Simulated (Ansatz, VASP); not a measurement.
# Two plane-wave programs on InTe4W

The input INCAR:

```
SYSTEM = InTe4W
ALGO = Normal
EDIFF = 1E-6
ENCUT = 520
GGA = PE
ISIF = 2
ISMEAR = 0
LASPH = .TRUE.
LCHARG = .FALSE.
LREAL = .FALSE.
LWAVE = .FALSE.
NBANDS = 34
NELM = 80
PREC = Accurate
SIGMA = 0.1
```

Contents of KPOINTS:

```
k-points
0
G
  4 4 4
  0 0 0
```

Contents of POSCAR:

```
InTe4W
1.0
    6.3258751400      0.0000000000      0.0000000000
    0.0000000000      6.3258751400      0.0000000000
    0.0000000000      0.0000000000      4.8680180900
In Te W
1 4 1
Direct
    0.0000000000      0.0000000000      0.5000000000
    0.2899167300      0.0000000000      0.0000000000
    0.7100832700      0.0000000000      0.0000000000
    0.0000000000      0.2899167300      0.0000000000
    0.0000000000      0.7100832700      0.0000000000
    0.5000000000      0.5000000000      0.0000000000
```

Input for Ansatz:

```yaml
crystal:
  lattice:
    - [6.32587514, 0.0, 0.0]
    - [0.0, 6.32587514, 0.0]
    - [0.0, 0.0, 4.86801809]
  atoms:
    - { symbol: In, position: [0.0, 0.0, 0.5] }
    - { symbol: Te, position: [0.28991673, 0.0, 0.0] }
    - { symbol: Te, position: [0.71008327, 0.0, 0.0] }
    - { symbol: Te, position: [0.0, 0.28991673, 0.0] }
    - { symbol: Te, position: [0.0, 0.71008327, 0.0] }
    - { symbol: W, position: [0.5, 0.5, 0.0] }
basis:
  ecutwfc: 420
kpoints:
  mp_grid: { grid: [4, 4, 4] }
hamiltonian:
  xc: pbe
scf:
  occupations: { method: gaussian, width: 0.1 }
  lower_state_search: "off"
output:
  forces: true
  stress: true
  eigenvalues: true
```

Alike in both runs: task single point; functional PBE; k mesh 4 × 4 × 4; occupations gaussian, width 0.1 eV; no spin polarisation.

|  | VASP | Ansatz |
| --- | --- | --- |
| version | VASP 6.6.1 | Ansatz 0.2.0 |
| potentials or method | VASP PAW PBE potentials, release 64 (In_d, Te, W_sv), cutoff 520 eV | scalar-relativistic, plane waves, PAW |
| valence electrons in the cell | 51 | 91 |

|  | VASP | Ansatz | Ansatz less VASP |
| --- | --- | --- | --- |
| gap on the k mesh at the Fermi level (eV) | none | none | - |
| pressure (GPa) | 17.1 | 16.9 | -0.16 |
| traceless stress, the component that is largest in VASP (GPa) | -9.24 | -9.11 | +0.128 |
| rms of the force components (eV/Å) | 1.604 | 1.563 | -0.0403 |

Atom by atom the forces differ by 0.040 eV/Å (rms over components). A gap of «none» marks a metal or a gap that the smearing closes. With one functional, cell and mesh, what is left measures potentials, basis and numerics. VASP's potentials hold 51 valence electrons a cell and Ansatz's 91, so a difference there can come from the potentials and not from the codes.

Spin-orbit coupling is off throughout.
